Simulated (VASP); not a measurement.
Here is a VASP 6.6.1 calculation.

File INCAR:

```
SYSTEM = C
PREC     = Accurate       ! precision mode
ENCUT    = 520            ! plane-wave cutoff, eV
EDIFF    = 1E-6           ! SCF threshold, eV
ISMEAR   = 0              ! smearing method
SIGMA    = 0.15           ! smearing width, eV
LREAL    = .False.        ! projectors in reciprocal space
LASPH    = .True.         ! aspherical terms in the spheres
NELM     = 100            ! most SCF steps
ALGO     = Normal         ! electronic algorithm
ISIF     = 2              ! what is computed and relaxed
LWAVE    = .False.        ! write WAVECAR
LCHARG   = .False.        ! write CHGCAR
GGA      = PS             ! functional
IVDW     = 12             ! dispersion correction
NBANDS   = 11             ! bands
```

The input KPOINTS:

```
Automatic mesh
0
Gamma
  21 21 12
  0 0 0
```

The input POSCAR:

```
C
1.0
    2.4372596835      0.0000000000      0.0000000000
   -1.2186298418      2.1107288015      0.0000000000
    0.0000000000      0.0000000000      3.5001875387
C
2
Direct
    0.3239365790      0.6478731580      0.0000000000
    0.6760634210      0.3521268420      0.0000000000
```

Potentials or basis: VASP PAW PBE potentials, release 64 (C).

Launch:

```console
$ cat potpaw_PBE.64/C/POTCAR > POTCAR
$ mpirun -np 1 vasp_std > vasp.out
```

(1) What does it give for the dispersion energy per atom?

(2) What does it give for the band gap on the k mesh?

Answers

(1) -0.105 eV.

(2) zero (bands 4 and 5 overlap by 0.28 eV).

Caveat: the cell differs from its parent crystal (atoms displaced along a vibrational mode, the cell strained).
